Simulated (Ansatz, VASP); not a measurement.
One calculation of GaN, two programs

```
Ga N
1.0
     0.00000    2.01872    2.01872
     2.01872    0.00000    2.01872
     2.01872    2.01872    0.00000
Ga N
1 1
Direct
  0.50000 0.50000 0.50000
  0.00000 0.00000 0.00000
```

Change from the starting cell: volume scaled by 1.04.

Alike in both runs: task single point; functional PBEsol; k mesh 13 × 13 × 13; occupations fermi-dirac, width 0.02 eV; no spin polarisation.

```csv
,VASP,Ansatz
version,VASP 6.6.1,Ansatz 0.2.0
potentials or method,"VASP PAW PBE potentials, release 64 (Ga_d, N), cutoff 520 eV","all-electron LAPW, scalar-relativistic"
```

```tsv
	VASP	Ansatz	Ansatz less VASP
gap on the k mesh at the Fermi level (eV)	1.54	1.55	+0.012
pressure (GPa)	42.1	41.6	-0.52
```

VASP's potentials were made for PBE, not for PBEsol. Both programs put the cell under a high pressure, so it lies far from rest at this level. Ansatz ran all-electron here, and VASP with PAW potentials.
